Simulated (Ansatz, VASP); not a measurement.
**ZnS in VASP and in Ansatz**

File INCAR:

```
SYSTEM = ZnS
PREC = Accurate
ENCUT = 500
EDIFF = 1E-6
ISMEAR = 0
SIGMA = 0.02
LREAL = .False.
LASPH = .True.
NELM = 120
ALGO = Normal
ISIF = 2
LWAVE = .False.
LCHARG = .True.
GGA = CA
LELF = .True.
LVHAR = .True.
NBANDS = 16
GGA_COMPAT = .False.
```

KPOINTS

```
regular mesh
0
Gamma
  10 10 10
  0 0 0
```

POSCAR

```
ZnS
1.0
    0.0000000000      2.6217150456      2.6217150456
    2.6217150456      0.0000000000      2.6217150456
    2.6217150456      2.6217150456      0.0000000000
Zn S
1 1
Direct
    0.2500000000      0.2500000000      0.2500000000
    0.0000000000      0.0000000000      0.0000000000
```

Input for Ansatz:

```yaml
crystal:
  lattice:
    - [0.0, 2.6217150456, 2.6217150456]
    - [2.6217150456, 0.0, 2.6217150456]
    - [2.6217150456, 2.6217150456, 0.0]
  atoms:
    - { symbol: Zn, position: [0.25, 0.25, 0.25] }
    - { symbol: S, position: [0.0, 0.0, 0.0] }
basis:
  ecutwfc: 420
kpoints:
  mp_grid: { grid: [10, 10, 10] }
hamiltonian:
  xc: lda
scf:
  occupations: { method: gaussian, width: 0.02 }
output:
  forces: true
  stress: true
  eigenvalues: true
```

Alike in both runs: task single point; functional LDA; k mesh 10 × 10 × 10; occupations gaussian, width 0.02 eV; no spin polarisation.

```csv
,VASP,Ansatz
version,VASP 6.6.1,Ansatz 0.2.0
potentials or method,"VASP PAW LDA potentials, release 64 (Zn, S), cutoff 500 eV","scalar-relativistic, plane waves, PAW"
valence electrons in the cell,18,18
```

```tsv
	VASP	Ansatz	Ansatz less VASP
gap on the k mesh at the Fermi level (eV)	2.30	2.26	-0.037
least direct gap on the mesh (eV)	2.30	2.26	-0.037
pressure (GPa)	3.1	2.8	-0.25
```

LDA's correlation is that of Perdew and Zunger in VASP and of Perdew and Wang (1992) in Ansatz.
